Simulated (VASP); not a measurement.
Input of a VASP 6.6.1 run:

File INCAR:

```
ALGO = Normal
EDIFF = 1E-7
ENCUT = 520
GGA = PE
ISIF = 2
ISMEAR = 0
LASPH = T
LCHARG = F
LREAL = F
LWAVE = F
NBANDS = 25
NELM = 100
PREC = Accurate
SIGMA = 0.1
```

File KPOINTS:

```
k-points
0
Gamma
  4 4 1
```

The input POSCAR:

```
MgI2
1.0
    4.3993444000      0.0000000000      0.0000000000
   -0.0017565000      4.4007033000      0.0000000000
   -1.1336343000     -1.5956483000     15.9924573000
Mg I
2 4
Direct
    0.5950240000      0.3590760000      0.7464400000
    0.4049760000      0.6409240000      0.2535600000
    0.1221850000      0.3969380000      0.8517610000
    0.8778150000      0.6030620000      0.1482390000
    0.5681820000      0.8209260000      0.6411620000
    0.4318180000      0.1790740000      0.3588380000
```

Potentials or basis: VASP PAW PBE potentials, release 64 (Mg, I).

The run is started by

```sh
$ cat potpaw_PBE.64/Mg/POTCAR potpaw_PBE.64/I/POTCAR > POTCAR
$ mpirun -np 1 vasp_std > vasp.out
```

**Question.** Predict the largest force.

**Answer.** 0.013 eV/Å.

**Question.** Predict the band gap on the k mesh.

**Answer.** 3.33 eV, indirect (least direct gap 3.47 eV).

**Question.** Predict the pressure.

**Answer.** 0.0 GPa.

Forces in eV/Å, atoms in the order of the input:
```
Mg   0.000  0.001  0.000
Mg   0.000 -0.001  0.000
I    0.002  0.001 -0.013
I   -0.002 -0.001  0.013
I    0.000 -0.003  0.013
I    0.000  0.003 -0.013
```

Caveat: spin-orbit coupling is left out, which moves the levels of the heavy elements. Expect the measured gap to be larger: semilocal functionals such as PBE lack the derivative discontinuity.
